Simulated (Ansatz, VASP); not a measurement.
# EuO in VASP and in Ansatz

File INCAR:

```
SYSTEM = EuO
  PREC = Accurate
  ENCUT = 600
  EDIFF = 1E-6
  ISMEAR = 0
  SIGMA = 0.05
  LREAL = .FALSE.
  LASPH = .TRUE.
  NELM = 200
  ALGO = Normal
  ISIF = 2
  LWAVE = .FALSE.
  LCHARG = .FALSE.
  ISPIN = 2
  MAGMOM = 7 -7 0 0
  LORBIT = 11
  LMAXMIX = 6
  LDAU = .TRUE.
  LDAUTYPE = 2
  LDAUL = 3 -1
  LDAUU = 6 0
  LDAUJ = 0 0
  LDAUPRINT = 1
  GGA = CA
  NBANDS = 35
  GGA_COMPAT = .FALSE.
```

Contents of KPOINTS:

```
regular mesh
0
G
  5 5 5
  0 0 0
```

Contents of POSCAR:

```
EuO
1.0
    0.0000000000      2.5719519658      2.5719519658
    5.1439039316      2.5719519658      2.5719519658
    5.1439039316      5.1439039316      0.0000000000
Eu O
2 2
Direct
    0.5000000000      0.5000000000      0.0000000000
    0.5000000000      0.5000000000      0.5000000000
    0.0000000000      0.0000000000      0.0000000000
    0.0000000000      0.0000000000      0.5000000000
```

Input for Ansatz:

```yaml
crystal:
  lattice:
    - [0.0, 2.5719519658, 2.5719519658]
    - [5.1439039316, 2.5719519658, 2.5719519658]
    - [5.1439039316, 5.1439039316, 0.0]
  atoms:
    - { symbol: Eu, position: [0.5, 0.5, 0.0], spin: 7.0 }
    - { symbol: O, position: [0.0, 0.0, 0.0] }
    - { symbol: Eu, position: [0.5, 0.5, 0.5], spin: -7.0 }
    - { symbol: O, position: [0.0, 0.0, 0.5] }
basis:
  ecutwfc: 420
  ecutrho_ratio: 4
kpoints:
  mp_grid: { grid: [5, 5, 5] }
hamiltonian:
  xc: lda
  hubbard: { sites: [{ species: Eu, l: f, u_eff: 6.0 }] }
scf:
  occupations: { method: gaussian, width: 0.05 }
output:
  forces: true
  stress: true
  eigenvalues: true
  populations: true
  hubbard: { sites: [{ species: Eu, l: f }] }
magnetization:
  spin_polarized: true
```

Alike in both runs: task single point; functional LDA; k mesh 5 × 5 × 5; occupations gaussian, width 0.05 eV; collinear spin; Hubbard terms Eu f U = 6.0 eV.

|  | VASP | Ansatz |
| --- | --- | --- |
| version | VASP 6.6.1 | Ansatz 0.2.0 |
| potentials or method | VASP PAW PBE potentials, release 64 (Eu, O), cutoff 600 eV | scalar-relativistic, plane waves, PAW |
| valence electrons in the cell | 46 | 46 |

|  | VASP | Ansatz | Ansatz less VASP |
| --- | --- | --- | --- |
| gap on the k mesh at the Fermi level (eV) | 0.21 | 0.65 | +0.436 |
| least direct gap on the mesh (eV) | 0.21 | 0.65 | +0.436 |
| pressure (GPa) | -6.7 | -6.5 | +0.27 |
| net moment per atom (μB) | 0.00 | 0.00 | 0.000 |
| size of the moment on the site where the two differ most (μB) | 6.71 | 6.73 | +0.014 |

VASP's potentials were made for PBE, not for LDA. LDA's correlation is that of Perdew and Zunger in VASP and of Perdew and Wang (1992) in Ansatz. Site moments also hang on the region over which each program counts them. The programs project onto different local orbitals, so the same U acts differently, and such runs can settle in different states.

The k mesh is coarse, so the values compare programs but aren't converged. Spin-orbit coupling is off throughout.
